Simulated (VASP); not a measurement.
# Ti (P6_3/mmc) in VASP: a series of runs, part 2 of 2

VASP 6.6.1.

## (3) Single point, LDA (volume scaled by 1.06)

The input, INCAR:

```
SYSTEM = Ti
  PREC = Accurate
  ENCUT = 520
  EDIFF = 1E-6
  ISMEAR = -1
  SIGMA = 0.05
  LREAL = .FALSE.
  LASPH = .TRUE.
  NELM = 60
  ALGO = Normal
  ISIF = 2
  LWAVE = .FALSE.
  LCHARG = .FALSE.
  NBANDS = 19
```

The input, KPOINTS:

```
Automatic mesh
0
G
  10 10 6
  0 0 0
```

The input, POSCAR:

```
Ti
1.0
    3.0078578261      0.0000000000      0.0000000000
   -1.5039289131      2.6048812885      0.0000000000
    0.0000000000      0.0000000000      4.7717880089
Ti
2
Direct
    0.6666666667      0.3333333333      0.7500000000
    0.3333333333      0.6666666667      0.2500000000
```

Potentials or basis: VASP PAW LDA potentials, release 64 (Ti_sv).

The run is started by

```sh
$ cat potpaw_LDA.64/Ti_sv/POTCAR > POTCAR
$ mpirun -np 1 vasp_std > vasp.out
```

OUTCAR:

```text
SYSTEM = Ti
   PREC = Accurate
   ENCUT = 520
   EDIFF = 1E-6
   ISMEAR = -1
   LREAL = .FALSE.
   LASPH = .TRUE.
   NELM = 60
   ISIF = 2

 ion  position               nearest neighbor table
   1  0.667  0.333  0.750-
   2  0.333  0.667  0.250-

  LATTYP: Found a hexagonal cell.
 ALAT       =     3.0078578261
 C/A-ratio  =     1.5864406780

  Lattice vectors:

 A1 = (   3.0078578261,   0.0000000000,   0.0000000000)
 A2 = (  -1.5039289131,   2.6048812885,   0.0000000000)
 A3 = (   0.0000000000,   0.0000000000,   4.7717880089)

Analysis of symmetry for initial positions (statically):
=====================================================================
 Subroutine PRICEL returns:
 Original cell was already a primitive cell.

 Routine SETGRP: Setting up the symmetry group for a
 hexagonal supercell.

 Subroutine GETGRP returns: Found 24 space group operations
 (whereof 12 operations were pure point group operations)
 out of a pool of 24 trial point group operations.

The static configuration has the point symmetry D_3d.
 The point group associated with its full space group is D_6h.

Analysis of symmetry for dynamics (positions and initial velocities):
=====================================================================
 Subroutine PRICEL returns:
 Original cell was already a primitive cell.

 Routine SETGRP: Setting up the symmetry group for a
 hexagonal supercell.

 Subroutine GETGRP returns: Found 24 space group operations
 (whereof 12 operations were pure point group operations)
 out of a pool of 24 trial point group operations.

The dynamic configuration has the point symmetry D_3d.
 The point group associated with its full space group is D_6h.

 Subroutine INISYM returns: Found 24 space group operations
 (whereof 12 operations are pure point group operations),
 and found     1 'primitive' translations

----------------------------------------------------------------------------------------

                                     Primitive cell

  volume of cell :      37.3875

  direct lattice vectors                    reciprocal lattice vectors
     3.007857826  0.000000000  0.000000000     0.332462522  0.191947327  0.000000000
    -1.503928913  2.604881289  0.000000000     0.000000000  0.383894654  0.000000000
     0.000000000  0.000000000  4.771788009     0.000000000  0.000000000  0.209565052

  length of vectors
     3.007857826  3.007857826  4.771788009     0.383894654  0.383894654  0.209565052

  position of ions in fractional coordinates (direct lattice)
     0.666666667  0.333333333  0.750000000
     0.333333333  0.666666667  0.250000000

  ion indices of the primitive-cell ions
   primitive index   ion index
                 1           1
                 2           2

----------------------------------------------------------------------------------------

 KPOINTS: Automatic mesh

Automatic generation of k-mesh.
 Grid dimensions read from file:
 generate k-points for:   10   10    6

 Generating k-lattice:

  Cartesian coordinates                     Fractional coordinates (reciprocal lattice)
     0.033246252  0.019194733  0.000000000     0.100000000  0.000000000  0.000000000
     0.000000000  0.038389465  0.000000000     0.000000000  0.100000000  0.000000000
     0.000000000  0.000000000  0.034927509     0.000000000  0.000000000  0.166666667

  Length of vectors
     0.038389465  0.038389465  0.034927509

  Shift w.r.t. Gamma in fractional coordinates (k-lattice)
     0.000000000  0.000000000  0.000000000

 Subroutine IBZKPT returns following result:
 ===========================================

 Found     56 irreducible k-points:

 Following reciprocal coordinates:
            Coordinates               Weight
  0.000000  0.000000  0.000000      1.000000
  0.100000 -0.000000  0.000000      6.000000
  0.200000 -0.000000  0.000000      6.000000
  0.300000  0.000000  0.000000      6.000000
  0.400000  0.000000  0.000000      6.000000
  0.500000 -0.000000  0.000000      3.000000
[... 16 lines left out ...]
  0.300000  0.100000  0.166667     24.000000
  0.400000  0.100000  0.166667     24.000000
 [... further k-points ...]
   k-points           NKPTS =     56   k-points in BZ     NKDIM =     56   number of bands    NBANDS=     19
   number of dos      NEDOS =    301   number of ions     NIONS =      2
   total plane-waves  NPLWV =  20736
   dimension x,y,z NGX =    24 NGY =   24 NGZ =   36
   dimension x,y,z NGXF=    48 NGYF=   48 NGZF=   72
   ions per type =               2
   NGX,Y,Z   is equivalent  to a cutoff of  13.26, 13.26, 12.54 a.u.
   NGXF,Y,Z  is equivalent  to a cutoff of  26.53, 26.53, 25.08 a.u.
 SYSTEM =  Ti
   PREC   = accura    normal or accurate (medium, high low for compatibility)
   ISTART =      0    job   : 0-new  1-cont  2-samecut
   ICHARG =      2    charge: 1-file 2-atom 10-const
   ISPIN  =      1    spin polarized calculation?
   LNONCOLLINEAR =      F non collinear calculations
   LSORBIT =      F    spin-orbit coupling
   LASPH  =      T    aspherical Exc in radial PAW
   ENCUT  =  520.0 eV  38.22 Ry    6.18 a.u.   5.59  5.59  8.87*2*pi/ulx,y,z
   NELM   =     60;   NELMIN=  2; NELMDL= -5     # of ELM steps
   EDIFF  = 0.1E-05   stopping-criterion for ELM
   LREAL  =      F    real-space projection
   EDIFFG = 0.1E-04   stopping-criterion for IOM
   NSW    =      0    number of steps for IOM
   IBRION =     -1    ionic relax: 0-MD 1-quasi-New 2-CG
   NFREE  =      0    steps in history (QN), initial steepest desc. (CG)
   ISIF   =      2    stress and relaxation
   ISYM   =      2    0-nonsym 1-usesym 2-fastsym
   POTIM  = 0.5000    time-step for ionic-motion
   TEBEG  =    0.0;   TEEND  =   0.0 temperature during run
   PSTRESS=    0.0 pullay stress
   NELECT =      24.0000    total number of electrons
   NUPDOWN=      -1.0000    fix difference up-down
   EMIN   =  10.00;   EMAX   =-10.00  energy-range for DOS
   EFERMI =   0.00;   METHOD = LEGACY
   ISMEAR =    -1;   SIGMA  =   0.05  broadening in eV -4-tet -1-fermi 0-gaus
   EFERMI_NEDOS =   21; number of points for ismear=-14 and -15
   IALGO  =     38    algorithm
   IMIX   =      4    mixing-type and parameters
     AMIX     =   0.40;   BMIX     =  1.00
     AMIX_MAG =   1.60;   BMIX_MAG =  1.00
  volume/ion in A,a.u.               =      18.69       126.15
  Fermi-wavevector in a.u.,A,eV,Ry     =   1.412222  2.668714 27.135083  1.994372
  Thomas-Fermi vector in A             =   2.533993
   LORBIT       =      0    0 simple, 1 ext, 2 COOP (PROOUT), +10 PAW based schemes
   GGA     = CA    functional components
   LHFCALC =     F    Hartree Fock is set to
   AEXX    =    0.0000 exact exchange contribution
   IVDW    =     0    specifies the selected vdW correction
   LEPSILON=     F    determine dielectric tensor
   LRPA    =     F    only Hartree local field effects (RPA)
 non-spin polarized calculation
  energy-cutoff  :      520.00
  volume of cell :       37.39
 maximum number of plane-waves:      1032
 NGX is ok and might be reduce to    24
   NGX = 11   NGY = 11   NGZ = 17

 number of electron      23.9999996 magnetization

 Free energy of the ion-electron system (eV)
  ---------------------------------------------------
  ext. energy  EPLUGINS =         0.00000000
  ---------------------------------------------------
  free energy    TOTEN  =       -16.84342335 eV

  energy without entropy =      -16.82170528  energy(sigma->0) =      -16.83256432

 E-fermi :   7.3224     XC(G=0): -11.4361

 val. band max:        7.3176548906   @ k =   0.1000   0.1000   0.1667
 cond. band min:       7.3247443768   @ k =   0.0000   0.0000   0.3333
 fundamental gap:      0.0070894862
 Fermi energy:         7.3223923360

 k-point     1 :       0.0000    0.0000    0.0000
  band No.  band energies     occupation
      1     -48.9481      2.00000
      2     -48.8415      2.00000
      3     -25.8530      2.00000
      4     -25.3223      2.00000
      5     -25.3223      2.00000
      6     -25.2786      2.00000
[... 11 lines left out ...]
     18       8.7891      0.00000
     19      10.1789      0.00000

 k-point     2 :       0.1000   -0.0000    0.0000
  band No.  band energies     occupation
      1     -48.9405      2.00000
      2     -48.8385      2.00000
      3     -25.8354      2.00000
      4     -25.3583      2.00000
      5     -25.3343      2.00000
      6     -25.2862      2.00000
[... 476 lines left out ...]
 k-point    24 :       0.4000    0.1000    0.1667
  band No.  band energies     occupation
      1     -48.8540      2.00000
      2     -48.8237      2.00000
      3     -25.7236      2.00000
      4     -25.6313      2.00000
      5     -25.5502      2.00000
      6     -25.4434      2.00000
[... 11 lines left out ...]
     18      10.4333      0.00000
     19      11.1001      0.00000

 [... further k-points ...]
[... 5 lines left out ...]
  --------------------------------------------------------------------------------------
  -------------------------------------------------------------------------------------
  Total       -3.3164605     -3.3164605     -3.4728619      0.0000000     -0.0000000      0.0000000
  in kB     -142.1212537   -142.1212537   -148.8235685      0.0000000     -0.0000000      0.0000000
  external PRESSURE =    -144.3553586 kB  Pullay stress =       0.0000000 kB

 VOLUME and BASIS-vectors are now :
 -----------------------------------------------------------------------------
  energy-cutoff  :      520.00
  volume of cell :       37.39
      direct lattice vectors                 reciprocal lattice vectors
     3.007857826  0.000000000  0.000000000     0.332462522  0.191947327  0.000000000
    -1.503928913  2.604881289  0.000000000     0.000000000  0.383894654  0.000000000
     0.000000000  0.000000000  4.771788009     0.000000000  0.000000000  0.209565052

 POSITION                                       TOTAL-FORCE (eV/Angst)
 -----------------------------------------------------------------------------------
      1.50393      0.86829      3.57884         0.000000      0.000000      0.000000
     -0.00000      1.73659      1.19295        -0.000000     -0.000000      0.000000
 -----------------------------------------------------------------------------------
    total drift:                               -0.000000      0.000000     -0.000000

  FREE ENERGIE OF THE ION-ELECTRON SYSTEM (eV)
  ---------------------------------------------------
  free  energy   TOTEN  =       -16.8434233466 eV

  energy  without entropy=      -16.8217052850  energy(sigma->0) =      -16.83256432
```

stdout:

```text
POSCAR found type information on POSCAR Ti
 POSCAR found :  1 types and       2 ions
 scaLAPACK will be used
 LDA part: xc-table for (Slater(with rela. corr.)+CA(PZ))
 , standard interpolation
 POSCAR, INCAR and KPOINTS ok, starting setup
 FFT: planning ... GRIDC
 FFT: planning ... GRID_SOFT
 FFT: planning ... GRID
 WAVECAR not read
 entering main loop
```

Run time: 15 s. Hardware: 1 thread of Intel Xeon Platinum 8488C (Sapphire Rapids), shared host; peak memory 0.15 GiB.

What came out:

- Free energy: -16.8434 eV
- Pressure: -14.4 GPa
- Band gap on the k mesh: zero (band 12 reaches 8.04 eV, above the bottom of band 13 at 7.12 eV)

Stress tensor (GPa, compression positive):
```
-14.21   0.00   0.00
  0.00 -14.21   0.00
  0.00   0.00 -14.88
```
